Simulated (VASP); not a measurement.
Input of a VASP 6.6.1 run:

The input INCAR:

```
  ALGO = Normal
  EDIFF = 1E-7
  EDIFFG = -0.03
  ENCUT = 450
  GGA = PS
  GGA_COMPAT = F
  IBRION = 2
  ISIF = 2
  ISMEAR = -1
  ISYM = -1
  KPAR = 1
  LASPH = T
  LCHARG = F
  LREAL = Auto
  LWAVE = F
  NELECT = 258.0
  NELM = 120
  NELMIN = 4
  NSW = 100
  PREC = Accurate
  SIGMA = 0.05
```

The input KPOINTS:

```
explicit points
1
Reciprocal
  0.25000000   0.25000000   0.25000000 1
```

POSCAR

```
Mg32HS32
1.0
   10.3639610000      0.0000000000      0.0000000000
    0.0000000000     10.3639610000      0.0000000000
    0.0000000000      0.0000000000     10.3639610000
S Mg H
32 32 1
Direct
    0.2486470000      0.0029680000      0.0008180000
    0.2478900000      0.0006270000      0.5006770000
    0.2496470000      0.4987560000      0.0041870000
    0.2512520000      0.4989240000      0.5024190000
    0.7473760000      0.9980390000      0.0047360000
    0.7510230000      0.9990400000      0.4992000000
    0.7487060000      0.4986070000      0.9982150000
    0.7486500000      0.4997850000      0.5003030000
    0.0017850000      0.2523400000      0.9980060000
    0.9994340000      0.2508340000      0.4989390000
    0.9999730000      0.7504630000      0.0009040000
    0.0002400000      0.7493630000      0.4973240000
    0.4986200000      0.2501730000      0.9996190000
    0.4980900000      0.2493320000      0.5003040000
    0.5006990000      0.7523140000      0.0002080000
    0.4975140000      0.7512240000      0.5023020000
    0.9978370000      0.0012990000      0.2481690000
    0.0011130000      0.0000240000      0.7483290000
    0.0007350000      0.4999260000      0.2474540000
    0.9987270000      0.4978070000      0.7520940000
    0.4980850000      0.9978580000      0.2503210000
    0.5007300000      0.9997000000      0.7477380000
    0.5019350000      0.4996420000      0.2459830000
    0.4998520000      0.5018810000      0.7478540000
    0.2520100000      0.2460170000      0.2480140000
    0.2465070000      0.2511200000      0.7493110000
    0.2509030000      0.7471930000      0.2482780000
    0.2492510000      0.7489040000      0.7484040000
    0.7441470000      0.2490080000      0.2494540000
    0.7498220000      0.2523180000      0.7514980000
    0.7496350000      0.7488970000      0.2509940000
    0.7475660000      0.7509100000      0.7485830000
    0.9987620000      0.0012380000      0.9990030000
    0.0000870000      0.9977770000      0.4987550000
    0.9985080000      0.4959360000      0.9999670000
    0.9996930000      0.5005920000      0.5010430000
    0.5022630000      0.0018250000      0.9986240000
    0.4945650000      0.0010830000      0.4999110000
    0.4997030000      0.4995140000      0.9996180000
    0.4993770000      0.4993490000      0.5013450000
    0.2519730000      0.2480370000      0.9974800000
    0.2480920000      0.2511720000      0.5013070000
    0.2485770000      0.7480280000      0.9993620000
    0.2481370000      0.7485200000      0.4987620000
    0.7513300000      0.2527470000      0.0029760000
    0.7491250000      0.2491910000      0.5000700000
    0.7504350000      0.7484420000      0.0000200000
    0.7496580000      0.7446170000      0.5025240000
    0.2505120000      0.0004130000      0.2491340000
    0.2513420000      0.0008240000      0.7485040000
    0.2478640000      0.5007080000      0.2519910000
    0.2529010000      0.4986050000      0.7535150000
    0.7516000000      0.0022350000      0.2476360000
    0.7509430000      0.9988320000      0.7498610000
    0.7516000000      0.4975410000      0.2478510000
    0.7471790000      0.5014550000      0.7515460000
    0.0021940000      0.2491360000      0.2524770000
    0.0023260000      0.2481700000      0.7515530000
    0.9979790000      0.7485530000      0.2464880000
    0.0001400000      0.7479550000      0.7503410000
    0.4993050000      0.2490670000      0.2490140000
    0.5011900000      0.2522400000      0.7474120000
    0.4997920000      0.7522120000      0.2539970000
    0.4968700000      0.7461560000      0.7493810000
    0.3764750000      0.3748400000      0.3741700000
```

Potentials or basis: VASP PAW PBE potentials, release 64 (S, Mg, H).

Launch:

```sh
$ cat potpaw_PBE.64/S/POTCAR potpaw_PBE.64/Mg/POTCAR potpaw_PBE.64/H/POTCAR > POTCAR
$ mpirun -np 4 vasp_std > vasp.out
```

Estimate the energy gained by relaxing.

21.1 meV/atom.

Final structure:
```
S Mg H
1.0
    10.36396    0.00000    0.00000
     0.00000   10.36396    0.00000
     0.00000    0.00000   10.36396
S Mg H
32 32 1
Direct
  0.24930 0.99820 0.99841
  0.24972 0.00151 0.49955
  0.25007 0.49943 0.00250
  0.23100 0.51238 0.51383
  0.75011 0.99976 0.99985
  0.75165 0.99688 0.50025
  0.75252 0.50004 0.99714
  0.74463 0.49855 0.49895
  0.99843 0.24927 0.99856
  0.00156 0.24970 0.49969
  0.99965 0.75009 0.99976
  0.99653 0.75200 0.50021
  0.49958 0.25015 0.00214
  0.51194 0.23187 0.51267
  0.49997 0.75254 0.99703
  0.49835 0.74474 0.49880
  0.99816 0.99804 0.24941
  0.99959 0.99963 0.75010
  0.00222 0.49935 0.25039
  0.99675 0.49997 0.75253
  0.49940 0.00206 0.25010
  0.49997 0.99718 0.75213
  0.51382 0.51325 0.23092
  0.49869 0.49889 0.74511
  0.23811 0.23759 0.23868
  0.25001 0.24985 0.74657
  0.24997 0.74567 0.25034
  0.24938 0.75172 0.75198
  0.74619 0.24979 0.25033
  0.75160 0.24948 0.75194
  0.75182 0.75181 0.24978
  0.74960 0.74974 0.75001
  0.00008 0.99988 0.00003
  0.00012 0.00027 0.49940
  0.00060 0.49951 0.00093
  0.99211 0.50066 0.50138
  0.49948 0.00082 0.00052
  0.50049 0.99257 0.50092
  0.50124 0.50129 0.99233
  0.48716 0.48766 0.48712
  0.24927 0.24904 0.99546
  0.26318 0.26354 0.48819
  0.24996 0.74873 0.00071
  0.24719 0.75373 0.50113
  0.74905 0.25013 0.00082
  0.75362 0.24741 0.50111
  0.74928 0.74944 0.00038
  0.74846 0.74878 0.49966
  0.24899 0.99464 0.24917
  0.25004 0.00036 0.74881
  0.26445 0.48756 0.26448
  0.24755 0.50073 0.75482
  0.74882 0.00039 0.25028
  0.74935 0.99996 0.74962
  0.75461 0.50078 0.24789
  0.74897 0.49939 0.74942
  0.99513 0.24889 0.24930
  0.00060 0.25004 0.74916
  0.00041 0.74866 0.25026
  0.99980 0.74925 0.74944
  0.48792 0.26427 0.26352
  0.50082 0.24786 0.75420
  0.50077 0.75448 0.24774
  0.49928 0.74919 0.74919
  0.37985 0.38123 0.37924
```

Caveat: the cell carries a net charge on a neutralising background, which shifts energy and pressure.
